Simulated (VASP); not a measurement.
# SiMo3 (Pm-3n) in VASP: notebook, part 2 of 2

VASP 6.6.1. The steps go on from the part before.

## Step 3: Relaxation of cell and atoms, PBE+D3(BJ)

This run uses another cell than the first one, of 14.76 Å³/atom.

INCAR reads:

```
ALGO     = Fast           # electronic algorithm
EDIFF    = 1E-7           # SCF threshold, eV
EDIFFG   = -0.005         # ionic threshold
ENCUT    = 600            # plane-wave cutoff, eV
GGA      = PE             # functional
IBRION   = 2              # ionic algorithm
ISIF     = 3              # what is computed and relaxed
ISMEAR   = 0              # smearing method
IVDW     = 12             # dispersion correction
LASPH    = T              # aspherical terms in the spheres
LCHARG   = F              # write CHGCAR
LREAL    = F              # projectors in reciprocal space
LWAVE    = F              # write WAVECAR
NELM     = 60             # most SCF steps
NSW      = 70             # ionic steps
PREC     = Accurate       # precision mode
SIGMA    = 0.1            # smearing width, eV
```

KPOINTS reads:

```
k-points
0
Gamma
  8 8 8
```

POSCAR reads:

```
SiMo3
1.0
    4.9064535158      0.0000000000      0.0000000000
    0.0000000000      4.9064535158      0.0000000000
    0.0000000000      0.0000000000      4.9064535158
Si Mo
2 6
Direct
    0.0000000000      0.0000000000      0.0000000000
    0.5000000000      0.5000000000      0.5000000000
    0.2500000000      0.0000000000      0.5000000000
    0.5000000000      0.7500000000      0.0000000000
    0.7500000000      0.0000000000      0.5000000000
    0.5000000000      0.2500000000      0.0000000000
    0.0000000000      0.5000000000      0.7500000000
    0.0000000000      0.5000000000      0.2500000000
```

Potentials or basis: VASP PAW PBE potentials, release 64 (Si, Mo_sv).

Run with:

```console
> cat potpaw_PBE.64/Si/POTCAR potpaw_PBE.64/Mo_sv/POTCAR > POTCAR
> mpirun -np 1 vasp_std > vasp.out
```

OUTCAR:

```text
EDIFF = 1E-7
   EDIFFG = -0.005
   ENCUT = 600
   GGA = PE
   IBRION = 2
   ISIF = 3
   ISMEAR = 0
   IVDW = 12
   LASPH = T
   LREAL = F
   NELM = 60
   NSW = 70
   PREC = Accurate
 IVDW          = 12

 ion  position               nearest neighbor table
   1  0.000  0.000  0.000-   3 2.74   4 2.74   5 2.74   6 2.74   7 2.74   8 2.74   3 2.74   5 2.74
                             7 2.74   8 2.74   4 2.74   6 2.74
   2  0.500  0.500  0.500-   3 2.74   4 2.74   5 2.74   6 2.74   7 2.74   8 2.74   4 2.74   6 2.74
                             3 2.74   5 2.74   7 2.74   8 2.74
   3  0.250  0.000  0.500-   5 2.45   5 2.45   1 2.74   1 2.74   2 2.74   2 2.74   8 3.00   4 3.00
                             4 3.00   6 3.00   6 3.00   7 3.00   8 3.00   7 3.00
   4  0.500  0.750  0.000-   6 2.45   6 2.45   1 2.74   2 2.74   2 2.74   1 2.74   8 3.00   5 3.00
                             3 3.00   5 3.00   3 3.00   7 3.00   7 3.00   8 3.00
   5  0.750  0.000  0.500-   3 2.45   3 2.45   1 2.74   1 2.74   2 2.74   2 2.74   8 3.00   4 3.00
                             4 3.00   6 3.00   6 3.00   7 3.00   8 3.00   7 3.00
   6  0.500  0.250  0.000-   4 2.45   4 2.45   1 2.74   2 2.74   2 2.74   1 2.74   8 3.00   3 3.00
                             3 3.00   5 3.00   5 3.00   7 3.00   7 3.00   8 3.00
   7  0.000  0.500  0.750-   8 2.45   8 2.45   1 2.74   2 2.74   1 2.74   2 2.74   3 3.00   4 3.00
                             5 3.00   3 3.00   5 3.00   6 3.00   4 3.00   6 3.00
   8  0.000  0.500  0.250-   7 2.45   7 2.45   1 2.74   2 2.74   1 2.74   2 2.74   3 3.00   4 3.00
                             5 3.00   3 3.00   5 3.00   6 3.00   4 3.00   6 3.00

  LATTYP: Found a simple cubic cell.
 ALAT       =     4.9064535158

  Lattice vectors:

 A1 = (   4.9064535158,   0.0000000000,   0.0000000000)
 A2 = (   0.0000000000,   4.9064535158,   0.0000000000)
 A3 = (   0.0000000000,   0.0000000000,   4.9064535158)

Analysis of symmetry for initial positions (statically):
[... 185 lines left out ...]
  ---------------------------------------------------
  ext. energy  EPLUGINS =         0.00000000
  ---------------------------------------------------
  free energy    TOTEN  =       -78.99715525 eV

  energy without entropy =      -78.97467055  energy(sigma->0) =      -78.98591290

------------------------ aborting loop because EDIFF is reached ----------------------------------------

 Edisp (eV)   -5.32018

 E8    (eV) :    -2.4464
[... 129 lines left out ...]
--------------------------------------- Ionic step        4  -------------------------------------------

 number of electron      91.9999981 magnetization

 Free energy of the ion-electron system (eV)
  ---------------------------------------------------
  ext. energy  EPLUGINS =         0.00000000
  ---------------------------------------------------
  free energy    TOTEN  =       -78.91367387 eV

  energy without entropy =      -78.89224584  energy(sigma->0) =      -78.90295985

 E-fermi :  13.0540     XC(G=0): -13.2074

 val. band max:       13.0507887242   @ k =   0.3750   0.3750   0.0000
 cond. band min:      13.0742119885   @ k =   0.2500   0.1250   0.1250
 fundamental gap:      0.0234232643
 Fermi energy:        13.0539983451

 k-point     1 :       0.0000    0.0000    0.0000
  band No.  band energies     occupation
      1     -48.2381      2.00000
      2     -48.1134      2.00000
      3     -48.1134      2.00000
      4     -47.7627      2.00000
      5     -47.7627      2.00000
      6     -47.7627      2.00000
[... 1381 lines left out ...]
     54      15.2230      0.00000
     55      15.2694      0.00000

 [... further k-points ...]

------------------------ aborting loop because EDIFF is reached ----------------------------------------

 Edisp (eV)   -5.47879

 E8    (eV) :    -2.5204
[... 31 lines left out ...]
  FREE ENERGIE OF THE ION-ELECTRON SYSTEM (eV)
  ---------------------------------------------------
  free  energy   TOTEN  =       -84.3924646239 eV

  energy  without entropy=      -84.3710366032  energy(sigma->0) =      -84.38175061

 reached required accuracy - stopping structural energy minimisation
```

CONTCAR:

```text
SiMo3
   1.00000000000000
     4.8604548209001601   -0.0000000000000000    0.0000000000000000
     0.0000000000000000    4.8604548209001601   -0.0000000000000000
    -0.0000000000000000    0.0000000000000000    4.8604548209001601
  Si              Mo
     2     6
Direct
     1.0000000000000000    1.0000000000000000    0.0000000000000000
     0.5000000000000000    0.5000000000000000    0.5000000000000000
     0.2500000000000000    0.0000000000000000    0.5000000000000000
     0.5000000000000000    0.7500000000000000    1.0000000000000000
     0.7500000000000000    0.0000000000000000    0.5000000000000000
     0.5000000000000000    0.2500000000000000    0.0000000000000000
     1.0000000000000000    0.5000000000000000    0.7500000000000000
     0.0000000000000000    0.5000000000000000    0.2500000000000000

  0.00000000E+00  0.00000000E+00  0.00000000E+00
  0.00000000E+00  0.00000000E+00  0.00000000E+00
  0.00000000E+00  0.00000000E+00  0.00000000E+00
  0.00000000E+00  0.00000000E+00  0.00000000E+00
  0.00000000E+00  0.00000000E+00  0.00000000E+00
  0.00000000E+00  0.00000000E+00  0.00000000E+00
  0.00000000E+00  0.00000000E+00  0.00000000E+00
  0.00000000E+00  0.00000000E+00  0.00000000E+00
```

It took 11 min on 1 thread of Intel Xeon 6975P-C (Granite Rapids), shared host; peak memory 0.39 GiB.

What came out:

- Free energy: -84.3925 eV
- Relaxed volume: 14.35 Å³/atom
- Relaxed cell: a = 4.860 Å, b = 4.860 Å, c = 4.860 Å, α = 90.00°, β = 90.00°, γ = 90.00°
- Space group after relaxing (to 0.1 Å): Pm-3n (No. 223)
- Energy gained by relaxing: 9.4 meV/atom
- Ionic steps: 4
- Pressure after relaxing: 0.0 GPa
- Band gap on the k mesh: zero (bands 46 and 47 overlap by 2.48 eV)
- Dispersion energy per atom: -0.685 eV

Step by step:
```tsv
step	energy change (eV)	largest force (eV/Å)	pressure (GPa)	volume (Å³)
1	0.0000	0.0000	-7.12	118.11
2	0.3948	0.0000	21.12	107.25
3	-0.0751	0.0000	-0.20	114.90
4	-0.0751	0.0000	0.00	114.82
```

Final structure:
```yaml
crystal:
  lattice:
    - [4.86045, 0.00000, 0.00000]
    - [0.00000, 4.86045, 0.00000]
    - [0.00000, 0.00000, 4.86045]
  atoms:
    - { symbol: Si, position: [0.00000, 0.00000, 0.00000] }
    - { symbol: Si, position: [0.50000, 0.50000, 0.50000] }
    - { symbol: Mo, position: [0.25000, 0.00000, 0.50000] }
    - { symbol: Mo, position: [0.50000, 0.75000, 0.00000] }
    - { symbol: Mo, position: [0.75000, 0.00000, 0.50000] }
    - { symbol: Mo, position: [0.50000, 0.25000, 0.00000] }
    - { symbol: Mo, position: [0.00000, 0.50000, 0.75000] }
    - { symbol: Mo, position: [0.00000, 0.50000, 0.25000] }
```

Levels at points of the mesh, in eV from the Fermi level:
```csv
k point,band 42,band 43,band 44,band 45,band 46,band 47,band 48,band 49,band 50,band 51
"(0.00, 0.00, 0.00)",-2.23,-1.61,-1.61,1.27,1.27,1.27,2.14,2.41,2.41,2.69
"(0.50, 0.00, 0.00)",-2.52,-1.73,-1.73,0.25,0.25,0.93,0.93,1.53,1.53,1.61
"(0.50, 0.50, 0.00)",-1.29,-1.16,-0.89,-0.89,-0.78,-0.73,-0.53,-0.11,0.25,0.84
"(0.50, 0.50, 0.50)",-1.82,-1.21,-1.21,-1.21,-1.21,-1.21,-1.21,1.28,1.28,1.28
```

The gap in the log of VASP goes by the Fermi energy; the results here count the filled bands.